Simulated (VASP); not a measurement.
A run of VASP 6.6.1 is set up as follows.

INCAR

```
PREC = Accurate ; ENCUT = 520
EDIFF = 1E-6 ; ISMEAR = 0
SIGMA = 0.1 ; LREAL = F
LASPH = T ; NELM = 80
ALGO = Normal ; ISIF = 2
LWAVE = F ; LCHARG = F
GGA = PE ; NBANDS = 26
```

KPOINTS

```
regular mesh
0
Gamma
  4 4 4
```

File POSCAR:

```
LiHf3Si
1.0
    4.1745575600      0.0000000000      0.0000000000
    0.0000000000      4.1745575600      0.0000000000
    0.0000000000      0.0000000000      4.2268703113
Li Hf Si
1 3 1
Direct
    0.0000000000      0.0000000000      0.0000000000
    0.5000000000      0.5000000000      0.9750000000
    0.0000000000      0.5000000000      0.4850000000
    0.5000000000      0.0000000000      0.4850000000
    0.5000000000      0.5000000000      0.5150000000
```

Potentials or basis: VASP PAW PBE potentials, release 64 (Li_sv, Hf_pv, Si).

Run with:

```console
$ cat potpaw_PBE.64/Li_sv/POTCAR potpaw_PBE.64/Hf_pv/POTCAR potpaw_PBE.64/Si/POTCAR > POTCAR
$ mpirun -np 1 vasp_std > vasp.out
```

Question: Estimate the band gap on the k mesh.

Answer: Zero (an odd number of electrons rules out a gap without spin polarisation).

Question: What does it give for the largest force?

Answer: 10.738 eV/Å.

Forces on the atoms (eV/Å):
```
Li   0.000  0.000 -0.346
Hf   0.000  0.000 10.738
Hf   0.000  0.000 -0.969
Hf   0.000  0.000 -0.969
Si   0.000  0.000 -8.454
```

Caveat: the k points lie up to 0.38 Å⁻¹ apart, too coarse for converged energies and pressures of a metal; spin-orbit coupling is left out, which moves the levels of the heavy elements; forces of over 1 eV/Å act on the atoms, so gaps and moduli don't describe the material at rest.
